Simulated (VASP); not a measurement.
Set up this calculation in VASP 6.6.1, as the native input.

```yaml
Task: single point
Functional: PBE
Potentials_or_basis: VASP PAW PBE potentials, release 64 (Au)
Cutoff: 520 eV
k_mesh: 18 × 18 × 18
Occupations: fermi-dirac, width 0.1 eV
Spin: no spin polarisation
Dipole_correction: no
Further_INCAR_settings: ALGO = Normal; EDIFF = 1e-07; NBANDS = 12
```

The structure of Au lies in POSCAR:

```
Au
1.0
   -1.5377744869      1.5377744869      1.5377744869
    1.5377744869     -1.5377744869      1.5377744869
    1.5377744869      1.5377744869     -1.5377744869
Au
1
Direct
    0.0000000000      0.0000000000      0.0000000000
```

This isn't the form of Au at room conditions, which is fcc.

One way to write it, as run:

INCAR

```
PREC     = Accurate       # precision mode
ENCUT    = 520            # plane-wave cutoff, eV
EDIFF    = 1E-7           # SCF threshold, eV
ISMEAR   = -1             # smearing method
SIGMA    = 0.1            # smearing width, eV
LREAL    = False          # projectors in reciprocal space
LASPH    = True           # aspherical terms in the spheres
NELM     = 100            # most SCF steps
ALGO     = Normal         # electronic algorithm
ISIF     = 2              # what is computed and relaxed
LWAVE    = False          # write WAVECAR
LCHARG   = False          # write CHGCAR
GGA      = PE             # functional
NBANDS   = 12             # bands
```

KPOINTS

```
regular mesh
0
Gamma
  18 18 18
```

Potentials or basis: VASP PAW PBE potentials, release 64 (Au).

Command:

```sh
$ cat potpaw_PBE.64/Au/POTCAR > POTCAR
$ mpirun -np 1 vasp_std > vasp.out
```

Results of the run:

The pressure is 54.5 GPa and the band gap on the k mesh is zero (an odd number of electrons rules out a gap without spin polarisation).

Caveat: the cell stands under pressure; spin-orbit coupling is left out, which moves the levels of the heavy elements.

Wall time 15 s on 1 thread of AMD EPYC 9R45 96-Core Processor (Zen 5), on a shared host, peak memory 0.12 GiB.
